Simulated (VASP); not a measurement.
A run of VASP 6.6.1:

INCAR

```
SYSTEM = Hf2N
  PREC = Accurate
  ENCUT = 520
  EDIFF = 1E-6
  ISMEAR = 0
  SIGMA = 0.15
  LREAL = .False.
  LASPH = .True.
  NELM = 80
  ALGO = Normal
  ISIF = 2
  LWAVE = .False.
  LCHARG = .True.
  LELF = .True.
  LVHAR = .True.
  NBANDS = 34
```

KPOINTS

```
Automatic mesh
0
Gamma
  8 8 12
  0 0 0
```

POSCAR

```
Hf2N
1.0
    5.2521585898      0.0000000000      0.0000000000
    0.0000000000      5.2521585898      0.0000000000
    0.0000000000      0.0000000000      3.2005839592
Hf N
4 2
Direct
    0.2678039453      0.3230029221      0.0000000000
    0.7321960547      0.6769970779      0.0000000000
    0.7678039453      0.1769970779      0.5000000000
    0.2321960547      0.8230029221      0.5000000000
    0.0000000000      0.0000000000      0.0000000000
    0.5000000000      0.5000000000      0.5000000000
```

Potentials or basis: VASP PAW LDA potentials, release 64 (Hf_pv, N).

Run with:

```console
$ cat potpaw_LDA.64/Hf_pv/POTCAR potpaw_LDA.64/N/POTCAR > POTCAR
$ mpirun -np 1 vasp_std > vasp.out
```

Hardware: 1 thread of Intel(R) Xeon(R) 6975P-C (Granite Rapids), with other jobs on the host.

Question: Estimate the wall time of this run.

Answer: Wall time 2.4 min on 1 thread of Intel(R) Xeon(R) 6975P-C (Granite Rapids), with other jobs on the host, peak memory 0.47 GiB. Counts: scf iterations 14, k points 175.
